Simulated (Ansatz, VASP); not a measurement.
BN: VASP beside Ansatz

```
CELL_PARAMETERS angstrom
1.25012 0.72176 3.25333
-1.25012 0.72176 3.25333
0.00000 -1.44352 3.25333
ATOMIC_POSITIONS crystal
B 0.99969 0.99969 0.99969
N 0.33274 0.33274 0.33274
```

Alike in both runs: task single point; functional PBE0; k mesh 8 × 8 × 8; no spin polarisation.

|  | VASP | Ansatz |
| --- | --- | --- |
| version | VASP 6.6.1 | Ansatz 0.2.0 |
| potentials or method | VASP PAW PBE potentials, release 64 (B, N) | plane waves, PAW |
| plane-wave cutoff (eV) | 520 | 420 |
| occupations | gaussian, width 0.01 eV | fixed |
| valence electrons in the cell | 8 | 8 |

Ansatz gave:

- gap on the k mesh at the Fermi level (eV): 6.20
- pressure (GPa): -0.5
- traceless stress, the component that is largest in VASP (GPa): 3.45

Task: What did VASP give for the same quantities?

Result: gap on the k mesh at the Fermi level (eV): 6.20; pressure (GPa): -0.3; traceless stress, the component that is largest in VASP (GPa): 3.03.

Ansatz's warnings: stress exchange threshold loose, stress scf threshold loose.
